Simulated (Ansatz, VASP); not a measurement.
# One calculation of Mo, two programs

```
Mo
1.0
    -1.55559    1.55559    1.55559
     1.55559   -1.55559    1.55559
     1.55559    1.55559   -1.55559
Mo
1
Direct
  0.00000 0.00000 0.00000
```

Alike in both runs: task single point; functional LDA; k mesh 16 × 16 × 16; occupations gaussian, width 0.15 eV; no spin polarisation.

```csv
,VASP,Ansatz
version,VASP 6.6.1,Ansatz 0.2.0
potentials or method,"VASP PAW LDA potentials, release 64 (Mo_sv), cutoff 520 eV","scalar-relativistic, plane waves, PAW"
valence electrons in the cell,14,14
```

```csv
,VASP,Ansatz,Ansatz less VASP
gap on the k mesh at the Fermi level (eV),none,none,-
pressure (GPa),1.1,-0.1,-1.20
```

LDA's correlation is that of Perdew and Zunger in VASP and of Perdew and Wang (1992) in Ansatz. A gap of «none» marks a metal or a gap that the smearing closes.
